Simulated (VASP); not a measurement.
The system is Ir.

```xyz
2
Lattice="2.7514 0.0000 0.0000 -1.3757 2.3828 0.0000 0.0000 0.0000 4.4623" Properties=species:S:1:pos:R:3 pbc="T T T"
Ir    0.0000    1.5885    1.1156
Ir    1.3757    0.7943    3.3467
```

Base run:

```yaml
Program: VASP 6.6.1
Functional: PBE
Dispersion: D3(BJ)
Potentials_or_basis: VASP PAW PBE potentials, release 64 (Ir)
Cutoff: 520 eV
k_mesh: 11 × 11 × 6
Occupations: fermi-dirac, width 0.05 eV
Spin: no spin polarisation
```

Its results: band gap on the k mesh zero (band 9 reaches 10.85 eV, above the bottom of band 10 at 7.79 eV); pressure -8.9 GPa.

Task: The run is repeated on the same cell with these changes: functional from PBE to r2SCAN; dispersion from D3(BJ) to none. What comes out?

Result: Band gap on the k mesh zero (band 9 reaches 10.66 eV, above the bottom of band 10 at 7.49 eV); pressure -6.5 GPa.

Several settings changed at once, so the effect can't be laid on one alone.

Caveats: spin-orbit coupling is left out, which moves the levels of the heavy elements; three body term missing (some runs); pairwise dispersion overbinds metals, which lowers pressure and volume (some runs); the PAW data sets were made with another functional, which shifts forces and pressure a little (some runs).
